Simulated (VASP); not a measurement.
Input of a VASP 6.6.1 run:

INCAR

```
SYSTEM = Y
  ALGO = Normal
  EDIFF = 1E-7
  ENCUT = 520
  GGA = PE
  ISIF = 2
  ISMEAR = -1
  LASPH = .TRUE.
  LCHARG = .FALSE.
  LREAL = .FALSE.
  LWAVE = .FALSE.
  NBANDS = 12
  NELM = 60
  PREC = Accurate
  SIGMA = 0.05
```

File KPOINTS:

```
k-points
0
G
  14 14 14
  0 0 0
```

Contents of POSCAR:

```
Y
1.0
    0.0000000000      2.5319491394      2.5319491394
    2.5319491394      0.0000000000      2.5319491394
    2.5319491394      2.5319491394      0.0000000000
Y
1
Direct
    0.0000000000      0.0000000000      0.0000000000
```

Potentials or basis: VASP PAW PBE potentials, release 64 (Y_sv).

The run is started by

```bash
$ cat potpaw_PBE.64/Y_sv/POTCAR > POTCAR
$ mpirun -np 1 vasp_std > vasp.out
```

Task: Estimate the band gap on the k mesh.

Result: Zero (an odd number of electrons rules out a gap without spin polarisation).

Task: Estimate the pressure.

Result: -0.1 GPa.
